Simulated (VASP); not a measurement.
Runs of VASP 6.6.1 on Os. The structure is that of space group Fm-3m (No. 225), or close to it. The cells are those of the table. This isn't the form of Os at room conditions, which is hcp.

```csv
cell,gap on the mesh (eV),pressure (GPa)
"a = 2.792 Å, angles 60.0°, 1 atom",none,-30.0
"a = 2.730, b = 2.730, c = 2.709 Å, angles 60.3, 60.3, 59.5°, 1 atom",none,(a)
"a = 2.710, b = 2.710, c = 2.668 Å, angles 60.5, 60.5, 59.0°, 1 atom",none,8.5
"a = 2.731, b = 2.731, c = 2.668 Å, angles 60.8, 60.8, 58.5°, 1 atom",none,2.0
"a = 2.710, b = 2.710, c = 2.751 Å, angles 59.5, 59.5, 61.0°, 1 atom",none,(b)
"a = 2.709 Å, angles 60.0°, 1 atom",none,1.3
"a = 2.668 Å, angles 60.0°, 1 atom",none,23.5
"a = 2.833 Å, angles 60.0°, 1 atom",none,(c)
```

Alike in all rows: task single point; level r2SCAN; potentials or basis VASP PAW PBE potentials, release 64 (Os); no spin polarisation; k mesh 20 × 20 × 20; cutoff (eV) 520; smearing gaussian 0.15 eV.

**Question.** Estimate the missing entries.

**Answer.** (a) -5.0; (b) -4.8; (c) -40.5.

Caveats: the PAW data sets were made with another functional, which shifts forces and pressure a little; spin-orbit coupling is left out, which moves the levels of the heavy elements; the cell stands under tension (at least some runs); the cell stands under pressure (at least some runs).

A k mesh can miss the band edges, and the runs leave out spin-orbit coupling on Os.

A gap of «none» marks levels without a gap at the run's occupations.
